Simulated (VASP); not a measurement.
# MgBe5ZnCdTe8 in VASP: notebook

MgBe5ZnCdTe8 is run at these levels: PBEsol; tasks: single point.

Everything below comes from runs of VASP 6.6.1. Logs are shortened: lines on timing, memory, paths and dates and some standing lists are left out, and cuts for length are marked.

### 1 The cell of the first run

The typed cell holds 16 atoms: a = 6.844 Å, b = 8.280 Å, c = 8.280 Å, α = 120.16°, β = 90.08°, γ = 89.93°.

### 2 Single point, PBEsol

The input, INCAR:

```
  PREC = Accurate
  ENCUT = 520
  EDIFF = 1E-6
  ISMEAR = 0
  SIGMA = 0.1
  LREAL = Auto
  LASPH = True
  NELM = 60
  ALGO = Normal
  ISIF = 2
  LWAVE = False
  LCHARG = False
  GGA = PS
  NBANDS = 56
  ISYM = 0
```

The input, KPOINTS:

```
Automatic mesh
0
Gamma
  2 2 2
  0.5 0.5 0.5
```

The input, POSCAR:

```
MgBe5ZnCdTe8
1.0
   -0.0000700493      0.0050907023     -6.8442846821
    4.1299275528      7.1767714803     -0.0053995715
    4.1297779802     -7.1766851128      0.0054860520
Be Mg Zn Cd Te
5 1 1 1 8
Direct
    0.0006464577      0.1713629506      0.3367911497
    0.0006433433      0.6626697081      0.8280954753
    0.5014239379      0.3376375818      0.6617943496
    0.4985933068      0.3279617807      0.1709201742
    0.4986082664      0.8284776304      0.6714528857
    0.9931298907      0.1696265466      0.8296390292
    0.4986564142      0.8371651556      0.1623004136
   -0.0083036243      0.6660044858      0.3332640907
    0.6386684265      0.1807188356      0.3413383030
    0.5917396324      0.1672601873      0.8321442257
    0.5899791071      0.6588973257      0.3405208199
    0.6386658773      0.6581007894      0.8187349257
    0.1398430969      0.3464892727      0.6529669123
    0.1458105925      0.3134791309      0.1768799201
    0.1458164298      0.8224213671      0.6858188607
    0.1144746094      0.8477154576      0.1517423308
```

Potentials or basis: VASP PAW PBE potentials, release 64 (Be, Mg, Zn, Cd, Te).

Run with:

```console
cat potpaw_PBE.64/Be/POTCAR potpaw_PBE.64/Mg/POTCAR potpaw_PBE.64/Zn/POTCAR potpaw_PBE.64/Cd/POTCAR potpaw_PBE.64/Te/POTCAR > POTCAR
mpirun -np 1 vasp_std > vasp.out
```

OUTCAR:

```text
PREC = Accurate
   ENCUT = 520
   EDIFF = 1E-6
   ISMEAR = 0
   LREAL = Auto
   LASPH = True
   NELM = 60
   ISIF = 2
   GGA = PS
   ISYM = 0

 ion  position               nearest neighbor table
   1  0.001  0.171  0.337-  14 2.39  16 2.45  13 2.46   9 2.48
   2  0.001  0.663  0.828-  15 2.39  16 2.45  13 2.46  12 2.48
   3  0.501  0.338  0.662-  13 2.48   9 2.48  12 2.48  10 2.52
   4  0.499  0.328  0.171-  14 2.42  11 2.45   9 2.47  10 2.51
   5  0.499  0.828  0.671-  15 2.42  11 2.45  12 2.47  10 2.51
   6  0.993  0.170  0.830-  15 2.71  14 2.71  13 2.73  10 2.75
[... 8 lines left out ...]
  15  0.146  0.822  0.686-   2 2.39   5 2.42   6 2.71   8 2.74
  16  0.114  0.848  0.152-   2 2.45   1 2.45   7 2.63   8 2.74

IMPORTANT INFORMATION: All symmetrisations will be switched off!
NOSYMM: (Re-)initialisation of all symmetry stuff for point group C_1.

----------------------------------------------------------------------------------------

                                     Primitive cell

  volume of cell :     405.7130

  direct lattice vectors                    reciprocal lattice vectors
    -0.000070049  0.005090702 -6.844284682     0.000001531 -0.000110807 -0.146107389
     4.129927553  7.176771480 -0.005399572     0.121068962  0.069668406  0.000050579
     4.129777980 -7.176685113  0.005486052     0.121070420 -0.069670931 -0.000053060

  length of vectors
     6.844286576  8.280240312  8.280090910     0.146107431  0.139683152  0.139685676

  position of ions in fractional coordinates (direct lattice)
     0.000646458  0.171362951  0.336791150
     0.000643343  0.662669708  0.828095475
     0.501423938  0.337637582  0.661794350
     0.498593307  0.327961781  0.170920174
     0.498608266  0.828477630  0.671452886
     0.993129891  0.169626547  0.829639029
[... 8 lines left out ...]
     0.145816430  0.822421367  0.685818861
     0.114474609  0.847715458  0.151742331

  ion indices of the primitive-cell ions
   primitive index   ion index
                 1           1
                 2           2
                 3           3
                 4           4
                 5           5
                 6           6
[... 8 lines left out ...]
                15          15
                16          16

----------------------------------------------------------------------------------------

 KPOINTS: Automatic mesh

Automatic generation of k-mesh.
 Grid dimensions read from file:
 generate k-points for:    2    2    2

 Generating k-lattice:

  Cartesian coordinates                     Fractional coordinates (reciprocal lattice)
     0.000000765 -0.000055404 -0.073053694     0.500000000  0.000000000  0.000000000
     0.060534481  0.034834203  0.000025290    -0.000000000  0.500000000  0.000000000
     0.060535210 -0.034835466 -0.000026530     0.000000000 -0.000000000  0.500000000

  Length of vectors
     0.073053715  0.069841576  0.069842838

  Shift w.r.t. Gamma in fractional coordinates (k-lattice)
     0.500000000  0.500000000  0.500000000

 Subroutine IBZKPT returns following result:
 ===========================================

 Found      4 irreducible k-points:

 Following reciprocal coordinates:
            Coordinates               Weight
  0.250000  0.250000  0.250000      2.000000
 -0.250000  0.250000  0.250000      2.000000
  0.250000 -0.250000  0.250000      2.000000
 -0.250000 -0.250000  0.250000      2.000000
   k-points           NKPTS =      4   k-points in BZ     NKDIM =      4   number of bands    NBANDS=     56
   number of dos      NEDOS =    301   number of ions     NIONS =     16
   total plane-waves  NPLWV = 221184
   dimension x,y,z NGX =    54 NGY =   64 NGZ =   64
   dimension x,y,z NGXF=   108 NGYF=  128 NGZF=  128
   ions per type =               5   1   1   1   8
   NGX,Y,Z   is equivalent  to a cutoff of  13.12, 12.85, 12.85 a.u.
   NGXF,Y,Z  is equivalent  to a cutoff of  26.23, 25.70, 25.70 a.u.
 SYSTEM =  unknown system
   PREC   = accura    normal or accurate (medium, high low for compatibility)
   ISTART =      0    job   : 0-new  1-cont  2-samecut
   ICHARG =      2    charge: 1-file 2-atom 10-const
   ISPIN  =      1    spin polarized calculation?
   LNONCOLLINEAR =      F non collinear calculations
   LSORBIT =      F    spin-orbit coupling
   LASPH  =      T    aspherical Exc in radial PAW
   ENCUT  =  520.0 eV  38.22 Ry    6.18 a.u.  12.73 15.40 15.40*2*pi/ulx,y,z
   NELM   =     60;   NELMIN=  2; NELMDL= -5     # of ELM steps
   EDIFF  = 0.1E-05   stopping-criterion for ELM
   LREAL  =      T    real-space projection
   EDIFFG = 0.1E-04   stopping-criterion for IOM
   NSW    =      0    number of steps for IOM
   IBRION =     -1    ionic relax: 0-MD 1-quasi-New 2-CG
   NFREE  =      0    steps in history (QN), initial steepest desc. (CG)
   ISIF   =      2    stress and relaxation
   ISYM   =      0    0-nonsym 1-usesym 2-fastsym
   POTIM  = 0.5000    time-step for ionic-motion
   TEBEG  =    0.0;   TEEND  =   0.0 temperature during run
   PSTRESS=    0.0 pullay stress
   NELECT =      84.0000    total number of electrons
   NUPDOWN=      -1.0000    fix difference up-down
   EMIN   =  10.00;   EMAX   =-10.00  energy-range for DOS
   EFERMI =   0.00;   METHOD = LEGACY
   ISMEAR =     0;   SIGMA  =   0.10  broadening in eV -4-tet -1-fermi 0-gaus
   EFERMI_NEDOS =   21; number of points for ismear=-14 and -15
   IALGO  =     38    algorithm
   IMIX   =      4    mixing-type and parameters
     AMIX     =   0.40;   BMIX     =  1.00
     AMIX_MAG =   1.60;   BMIX_MAG =  1.00
  volume/ion in A,a.u.               =      25.36       171.12
  Fermi-wavevector in a.u.,A,eV,Ry     =   0.968490  1.830180 12.761885  0.937972
  Thomas-Fermi vector in A             =   2.098463
   LORBIT       =      0    0 simple, 1 ext, 2 COOP (PROOUT), +10 PAW based schemes
   GGA     = PS    functional components
   LHFCALC =     F    Hartree Fock is set to
   AEXX    =    0.0000 exact exchange contribution
   IVDW    =     0    specifies the selected vdW correction
   LEPSILON=     F    determine dielectric tensor
   LRPA    =     F    only Hartree local field effects (RPA)
 non-spin polarized calculation
 Gauss-broadening in eV      SIGMA  =   0.10
  energy-cutoff  :      520.00
  volume of cell :      405.71
 maximum number of plane-waves:     10920
 NGX is ok and might be reduce to    50
   NGX = 25   NGY = 31   NGZ = 31

 number of electron      84.0000002 magnetization

 Free energy of the ion-electron system (eV)
  ---------------------------------------------------
  ext. energy  EPLUGINS =         0.00000000
  ---------------------------------------------------
  free energy    TOTEN  =       -58.69263932 eV

  energy without entropy =      -58.69263932  energy(sigma->0) =      -58.69263932

 E-fermi :   4.4436     XC(G=0):  -9.0582

 val. band max:        3.9758712355   @ k =  -0.2500  -0.2500   0.2500
 cond. band min:       6.1849949360   @ k =  -0.2500  -0.2500   0.2500
 fundamental gap:      2.2091237005
 Fermi energy:         4.4436482106

 k-point     1 :       0.2500    0.2500    0.2500
  band No.  band energies     occupation
      1      -7.4815      2.00000
      2      -7.2561      2.00000
      3      -7.0099      2.00000
      4      -6.8252      2.00000
      5      -6.6770      2.00000
      6      -6.5930      2.00000
[... 46 lines left out ...]
     53       8.4197      0.00000
     54       8.6022      0.00000

 k-point     2 :      -0.2500    0.2500    0.2500
  band No.  band energies     occupation
      1      -7.4815      2.00000
      2      -7.2561      2.00000
      3      -7.0099      2.00000
      4      -6.8252      2.00000
      5      -6.6770      2.00000
      6      -6.5930      2.00000
[... 46 lines left out ...]
     53       8.4199      0.00000
     54       8.6024      0.00000

 k-point     3 :       0.2500   -0.2500    0.2500
  band No.  band energies     occupation
      1      -7.6964      2.00000
      2      -7.0574      2.00000
      3      -6.8930      2.00000
      4      -6.8184      2.00000
      5      -6.7509      2.00000
      6      -6.5293      2.00000
[... 46 lines left out ...]
     53       8.3813      0.00000
     54       8.4357      0.00000

 k-point     4 :      -0.2500   -0.2500    0.2500
  band No.  band energies     occupation
      1      -7.6923      2.00000
      2      -7.0907      2.00000
      3      -6.8695      2.00000
      4      -6.8219      2.00000
      5      -6.7345      2.00000
      6      -6.5262      2.00000
[... 46 lines left out ...]
     53       8.2876      0.00000
     54       8.4651      0.00000
 [bands above 54 left out]

------------------------ aborting loop because EDIFF is reached ----------------------------------------

  FORCE on cell =-STRESS in cart. coord.  units (eV):
  Direction    XX          YY          ZZ          XY          YZ          ZX
  --------------------------------------------------------------------------------------
  -------------------------------------------------------------------------------------
  Total        0.4608991      0.3935834      0.5402666     -0.0001962      0.0041507     -0.0012911
  in kB        1.8201098      1.5542771      2.1335354     -0.0007748      0.0163914     -0.0050988
  external PRESSURE =       1.8359741 kB  Pullay stress =       0.0000000 kB

 VOLUME and BASIS-vectors are now :
 -----------------------------------------------------------------------------
  energy-cutoff  :      520.00
  volume of cell :      405.71
      direct lattice vectors                 reciprocal lattice vectors
    -0.000070049  0.005090702 -6.844284682     0.000001531 -0.000110807 -0.146107389
     4.129927553  7.176771480 -0.005399572     0.121068962  0.069668406  0.000050579
     4.129777980 -7.176685113  0.005486052     0.121070420 -0.069670931 -0.000053060

 POSITION                                       TOTAL-FORCE (eV/Angst)
 -----------------------------------------------------------------------------------
      2.09859     -1.18721     -0.00350         0.003066     -0.005595      0.008726
      6.15663     -1.18715     -0.00344        -0.004329     -0.005845      0.008722
      4.12745     -2.32379     -3.43008        -0.000354     -0.005540     -0.001038
      2.06029      1.12960     -3.41335        -0.014767      0.002000      0.000286
      6.19447      1.12953     -3.41341         0.013946      0.002095      0.000756
      4.12670     -4.73163     -6.79363         0.000041      0.002654      0.012313
[... 8 lines left out ...]
      6.22881      0.98117     -0.99869         0.012619      0.000765     -0.001593
      4.12766      4.99544     -0.78724        -0.000803      0.011081      0.004015
 -----------------------------------------------------------------------------------
    total drift:                                0.006626      0.004112     -0.002129

  FREE ENERGIE OF THE ION-ELECTRON SYSTEM (eV)
  ---------------------------------------------------
  free  energy   TOTEN  =       -58.6926393214 eV

  energy  without entropy=      -58.6926393214  energy(sigma->0) =      -58.69263932
```

Run time: 4.1 min. Hardware: 1 thread of Intel Xeon Platinum 8375C at 2.90GHz (Ice Lake), shared host; peak memory 0.53 GiB.

What came out:

```
Free energy            : -58.6926 eV
Pressure               : 0.2 GPa
Largest force          : 0.021 eV/Å
Band gap on the k mesh : 2.21 eV
```

Forces on the atoms (eV/Å):
```
Be   0.003 -0.006  0.009
Be  -0.004 -0.006  0.009
Be   0.000 -0.006 -0.001
Be  -0.015  0.002  0.000
Be   0.014  0.002  0.001
Mg   0.000  0.003  0.012
Zn  -0.001  0.000 -0.005
Cd   0.000 -0.002 -0.021
Te  -0.007 -0.002 -0.001
Te   0.001  0.001 -0.012
Te   0.000  0.010  0.013
Te   0.008 -0.005 -0.002
Te   0.002 -0.003 -0.004
Te  -0.011 -0.001 -0.001
Te   0.013  0.001 -0.002
Te  -0.001  0.011  0.004
```

Caveat: the PAW data sets were made with another functional, which shifts forces and pressure a little; spin-orbit coupling is left out, which moves the levels of the heavy elements; a shifted mesh leaves out Γ, where band edges can lie. A k mesh can miss the band edges.

### 3 Single point, PBEsol

This run uses another cell than the first one, of 25.41 Å³/atom.

The input, INCAR:

```
PREC     = Accurate       # precision mode
ENCUT    = 520            # plane-wave cutoff, eV
EDIFF    = 1E-6           # SCF threshold, eV
ISMEAR   = 0              # smearing method
SIGMA    = 0.02           # smearing width, eV
LREAL    = Auto         
LASPH    = True           # aspherical terms in the spheres
NELM     = 60             # most SCF steps
ALGO     = Normal         # electronic algorithm
ISIF     = 2              # what is computed and relaxed
LWAVE    = False          # write WAVECAR
LCHARG   = False          # write CHGCAR
GGA      = PS             # functional
NBANDS   = 56             # bands
```

The input, KPOINTS:

```
regular mesh
0
Gamma
  4 3 3
```

The input, POSCAR:

```
MgBe5ZnCdTe8
1.0
   -0.0000340000      0.0043030000     -6.8360010000
    4.1088840000      7.2370870000     -0.0045440000
    4.1087860000     -7.2370290000      0.0045870000
Be Mg Zn Cd Te
5 1 1 1 8
Direct
    0.0013860852      0.1714612154      0.3361069598
    0.0013851029      0.6633265532      0.8279687939
    0.5013963155      0.3373478105      0.6620725473
    0.4991801610      0.3278040676      0.1709899448
    0.4991861546      0.8284154237      0.6716069342
    0.9927108472      0.1700156940      0.8293142510
    0.4982777042      0.8372682663      0.1621621009
    0.9915678996      0.6654765490      0.3338483749
    0.6389127858      0.1813122891      0.3409866911
    0.5913026560      0.1678979539      0.8315097784
    0.5891333185      0.6598919757      0.3395155932
    0.6389127312      0.6584358895      0.8181150590
    0.1398591440      0.3458218120      0.6536080589
    0.1457777446      0.3124331967      0.1766714150
    0.1457801522      0.8226726710      0.6869071123
    0.1136269620      0.8464068384      0.1530202516
```

Potentials or basis: VASP PAW PBE potentials, release 64 (Be, Mg, Zn, Cd, Te).

Run with:

```console
cat potpaw_PBE.64/Be/POTCAR potpaw_PBE.64/Mg/POTCAR potpaw_PBE.64/Zn/POTCAR potpaw_PBE.64/Cd/POTCAR potpaw_PBE.64/Te/POTCAR > POTCAR
mpirun -np 1 vasp_std > vasp.out
```

Run time: 20 min. Hardware: 1 thread of Oxide Virtual Turin-like, shared host; peak memory 0.64 GiB.

Results (log left out):

| Quantity | Value |
| --- | --- |
| Free energy | -58.5759 eV |
| Pressure | 0.2 GPa |
| Largest force | 0.029 eV/Å |
| Band gap on the k mesh | 1.59 eV |

Forces on the atoms (eV/Å):
```
Be  -0.003 -0.016  0.009
Be   0.002 -0.016  0.009
Be   0.000  0.007  0.002
Be  -0.001  0.016 -0.007
Be   0.001  0.016 -0.007
Mg   0.000  0.009 -0.010
Zn   0.000  0.006 -0.001
Cd   0.000  0.008 -0.009
Te   0.000 -0.005 -0.009
Te  -0.001 -0.005  0.000
Te   0.002  0.012  0.014
Te   0.002 -0.005 -0.009
Te   0.001 -0.025  0.004
Te  -0.016  0.013  0.002
Te   0.015  0.015  0.002
Te  -0.001 -0.028  0.009
```

Stress tensor (GPa, compression positive):
```
0.09 0.00 0.00
0.00 0.22 0.00
0.00 0.00 0.14
```

Levels at points of the mesh, in eV from the valence-band top:
| k point | band 39 | band 40 | band 41 | band 42 | band 43 | band 44 | band 45 | band 46 |
| --- | --- | --- | --- | --- | --- | --- | --- | --- |
| (0.00, 0.00, 0.00) | -0.82 | -0.42 | -0.19 | 0.00 | 1.59 | 1.91 | 2.14 | 2.17 |
| (0.50, 0.00, 0.00) | -0.98 | -0.84 | -0.59 | -0.30 | 1.70 | 1.96 | 2.19 | 2.22 |

Caveat: the PAW data sets were made with another functional, which shifts forces and pressure a little; spin-orbit coupling is left out, which moves the levels of the heavy elements. A k mesh can miss the band edges.
